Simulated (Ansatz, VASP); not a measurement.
# Sb in VASP and in Ansatz

```
CELL_PARAMETERS angstrom
4.04183 0.00000 0.00000
-2.02092 3.50033 0.00000
0.00000 0.00000 27.10000
ATOMIC_POSITIONS crystal
Sb 0.33333 0.66667 0.25858
Sb 0.66667 0.33333 0.31891
```

Alike in both runs: functional PBEsol; k mesh 12 × 12 × 1; occupations gaussian, width 0.03 eV; no spin polarisation.

Ansatz relaxed the structure, and its values are those at the end. VASP's run is a single point on that final structure, the one shown.

|  | VASP | Ansatz |
| --- | --- | --- |
| version | VASP 6.6.1 | Ansatz 0.2.0 |
| potentials or method | VASP PAW PBE potentials, release 64 (Sb), cutoff 400 eV | scalar-relativistic, plane waves, PAW |
| valence electrons in the cell | 10 | 30 |

|  | VASP | Ansatz | Ansatz less VASP |
| --- | --- | --- | --- |
| gap on the k mesh at the Fermi level (eV) | 1.16 | 1.15 | -0.007 |
| least direct gap on the mesh (eV) | 1.66 | 1.68 | +0.026 |
| rms of the force components (eV/Å) | 0.069 | 0.000 | -0.0693 |

VASP's potentials were made for PBE, not for PBEsol, and Ansatz warns of the same on its side. VASP's potentials hold 10 valence electrons a cell and Ansatz's 30, so a difference there can come from the potentials and not from the codes. Ansatz's warnings: slab cell height set, structure snapped to symmetry.

Neither program's run includes spin-orbit coupling.
